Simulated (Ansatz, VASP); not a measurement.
One calculation of Cu, two programs

```
Cu
1.0
     0.00000    1.81459    1.81459
     1.81459    0.00000    1.81459
     1.81459    1.81459    0.00000
Cu
1
Direct
  0.00000 0.00000 0.00000
```

Alike in both runs: task relaxation of cell and atoms; functional PBE; k mesh 19 × 19 × 19; occupations fermi-dirac, width 0.1 eV; no spin polarisation.

|  | VASP | Ansatz |
| --- | --- | --- |
| version | VASP 6.6.1 | Ansatz 0.2.0 |
| potentials or method | VASP PAW PBE potentials, release 64 (Cu) | PAW with Ansatz's default frozen-core files, scalar-relativistic |
| plane-wave cutoff (eV) | 600 | 420 |
| valence electrons in the cell | 11 | 19 |

|  | VASP | Ansatz | Ansatz less VASP |
| --- | --- | --- | --- |
| relaxed volume (Å³/atom) | 12.00 | 11.95 | -0.053 |
| relaxed cell length with the largest relative difference (Å) | 2.570 | 2.566 | -0.0038 |

VASP's potentials hold 11 valence electrons a cell and Ansatz's 19, so a difference there can come from the potentials and not from the codes.
